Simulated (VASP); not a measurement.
Here is a VASP 6.6.1 calculation.

The input INCAR:

```
SYSTEM = Os
PREC = Accurate
ENCUT = 560
EDIFF = 1E-6
ISMEAR = 0
SIGMA = 0.05
LREAL = .FALSE.
LASPH = .TRUE.
NELM = 200
ALGO = Normal
ISIF = 2
LWAVE = .FALSE.
LCHARG = .FALSE.
LMAXMIX = 4
LDAU = .TRUE.
LDAUTYPE = 2
LDAUL = 2
LDAUU = 2
LDAUJ = 0
LDAUPRINT = 1
GGA = PE
NBANDS = 23
GGA_COMPAT = .FALSE.
```

Contents of KPOINTS:

```
regular mesh
0
G
  14 14 8
  0 0 0
```

Contents of POSCAR:

```
Os
1.0
    2.7400013676      0.0000000000      0.0000000000
   -1.3700006838      2.3729107908      0.0000000000
    0.0000000000      0.0000000000      4.3264621595
Os
2
Direct
    0.3333333333      0.6666666667      0.7500000000
    0.6666666667      0.3333333333      0.2500000000
```

Potentials or basis: VASP PAW PBE potentials, release 64 (Os_sv_GW).

The run is started by

```console
$ cat potpaw_PBE.64/Os_sv_GW/POTCAR > POTCAR
$ mpirun -np 1 vasp_std > vasp.out
```

Problem. Estimate the band gap on the k mesh.

Solution. Zero (bands 16 and 17 overlap by 3.75 eV).

Problem. Predict the pressure.

Solution. 4.1 GPa.

Stress tensor (GPa, compression positive):
```
4.38 0.00 0.00
0.00 4.38 0.00
0.00 0.00 3.55
```

Caveat: the cell stands under pressure; spin-orbit coupling is left out, which moves the levels of the heavy elements; U without spin polarisation on a metal has little footing; the U is typed as a test and isn't derived for this compound.
